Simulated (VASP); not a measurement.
Wanted: the native input for a VASP 6.6.1 run.

* Task: single point
* Functional: PBE
* Potentials or basis: VASP PAW PBE potentials, release 64 (Nb_sv, Te, Mo_sv)
* Cutoff: 520 eV
* k mesh: 6 × 6 × 1
* Occupations: gaussian, width 0.1 eV
* Spin: collinear spin
* Starting moments: [1.0, 0.0, 0.0, 0.0, 0.0, 1.0] μB
* Dipole correction: no
* Further INCAR settings: ALGO = Normal; EDIFF = 1e-06; NBANDS = 38

The structure of NbTe4Mo lies in POSCAR:

```
NbTe4Mo
1.0
    3.6184381510      0.0000000000      0.0000000000
   -1.8092190755      3.1336593608      0.0000000000
    0.0000000000      0.0000000000     17.5824822484
Nb Te Mo
1 4 1
Direct
    0.0000000000      0.0000000000      0.0000000000
    0.3333333333      0.6666666667      0.3984867649
    0.3333333333      0.6666666667      0.8933184118
    0.3333333333      0.6666666667      0.1066815882
    0.3333333333      0.6666666667      0.6015132351
    0.0000000000      0.0000000000      0.5000000000
```

The input as run:

INCAR

```
SYSTEM = NbTe4Mo
PREC = Accurate
ENCUT = 520
EDIFF = 1E-6
ISMEAR = 0
SIGMA = 0.1
LREAL = .FALSE.
LASPH = .TRUE.
NELM = 150
ALGO = Normal
ISIF = 2
LWAVE = .FALSE.
LCHARG = .FALSE.
ISPIN = 2
MAGMOM = 1 0 0 0 0 1
LORBIT = 11
LMAXMIX = 4
GGA = PE
NBANDS = 38
```

KPOINTS

```
regular mesh
0
G
  6 6 1
  0 0 0
```

Potentials or basis: VASP PAW PBE potentials, release 64 (Nb_sv, Te, Mo_sv).

Launch:

```bash
$ cat potpaw_PBE.64/Nb_sv/POTCAR potpaw_PBE.64/Te/POTCAR potpaw_PBE.64/Mo_sv/POTCAR > POTCAR
$ mpirun -np 1 vasp_std > vasp.out
```

Results of the run:

```
Pressure                                              : 0.0 GPa
Largest force                                         : 0.029 eV/Å
Net moment                                            : 0.48 μB per cell
Site moments                                          : Nb +0.31; Te +0.00; Mo +0.00 μB
Valence electrons inside the program's atomic spheres : Nb 10.58; Te 3.40, 3.43 (each value once); Mo 12.32
```

Caveat: this functional lacks dispersion, which binds the layers, so the pressure and a relaxed spacing across them are unreliable.

Run time: 110 s on 1 thread of Intel(R) Xeon(R) 6975P-C (Granite Rapids) (shared host), peak memory 0.43 GiB.
